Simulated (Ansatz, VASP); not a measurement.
**Na2Al2O in VASP and in Ansatz**

File INCAR:

```
SYSTEM = Na2Al2O
ALGO     = Normal         ! electronic algorithm
EDIFF    = 1E-6           ! SCF threshold, eV
EDIFFG   = -0.04          ! ionic threshold
ENCUT    = 600            ! plane-wave cutoff, eV
GGA      = PE             ! functional
IBRION   = 2              ! ionic algorithm
ISIF     = 3              ! what is computed and relaxed
ISMEAR   = 0              ! smearing method
LASPH    = .True.         ! aspherical terms in the spheres
LCHARG   = .False.        ! write CHGCAR
LREAL    = .False.        ! projectors in reciprocal space
LWAVE    = .False.        ! write WAVECAR
NELM     = 80             ! most SCF steps
NSW      = 90             ! ionic steps
PREC     = Accurate       ! precision mode
SIGMA    = 0.1            ! smearing width, eV
```

KPOINTS

```
k-points
0
Gamma
  4 4 4
  0 0 0
```

Contents of POSCAR:

```
Na2Al2O
1.0
    4.1961105500      0.0000000000      0.0000000000
    0.0000000000      4.1961105500      0.0000000000
    0.0000000000      0.0000000000      5.6447105100
Na Al O
2 2 1
Direct
    0.0000000000      0.0000000000      0.7502017000
    0.0000000000      0.0000000000      0.2497983000
    0.0000000000      0.5000000000      0.0000000000
    0.5000000000      0.0000000000      0.0000000000
    0.5000000000      0.5000000000      0.5000000000
```

Input for Ansatz:

```yaml
crystal:
  lattice:
    - [4.19611055, 0.0, 0.0]
    - [0.0, 4.19611055, 0.0]
    - [0.0, 0.0, 5.64471051]
  atoms:
    - { symbol: Na, position: [0.0, 0.0, 0.7502017] }
    - { symbol: Na, position: [0.0, 0.0, 0.2497983] }
    - { symbol: Al, position: [0.0, 0.5, 0.0] }
    - { symbol: Al, position: [0.5, 0.0, 0.0] }
    - { symbol: O, position: [0.5, 0.5, 0.5] }
basis:
  ecutwfc: 420
kpoints:
  mp_grid: { grid: [4, 4, 4] }
hamiltonian:
  xc: pbe
scf:
  occupations: { method: gaussian, width: 0.1 }
  lower_state_search: "off"
output:
  forces: true
  stress: true
  eigenvalues: true
relax:
  adjacent_minimum: "off"
  f_tol: 0.04
  max_steps: 70
  cell: { stress_tol: 0.4 }
```

Alike in both runs: task relaxation of cell and atoms; functional PBE; k mesh 4 × 4 × 4; occupations gaussian, width 0.1 eV; no spin polarisation.

```csv
,VASP,Ansatz
version,VASP 6.6.1,Ansatz 0.2.0
potentials or method,"VASP PAW PBE potentials, release 64 (Na_pv, Al, O), cutoff 600 eV","scalar-relativistic, plane waves, PAW"
valence electrons in the cell,26,30
```

```tsv
	VASP	Ansatz	Ansatz less VASP
gap on the k mesh at the Fermi level, each at its own relaxed structure (eV)	none	none	-
relaxed volume (Å³/atom)	20.22	21.87	+1.649
relaxed length of the cell vector where the two differ most in proportion (Å)	8.144	8.818	+0.6745
```

A gap of «none» marks a metal or a gap that the smearing closes. One of these differences is far larger than is usual between the two programs; its cause wasn't traced. VASP's potentials hold 26 valence electrons a cell and Ansatz's 30, so a difference there can come from the potentials and not from the codes.

The k mesh is coarse, so the values compare programs but aren't converged.
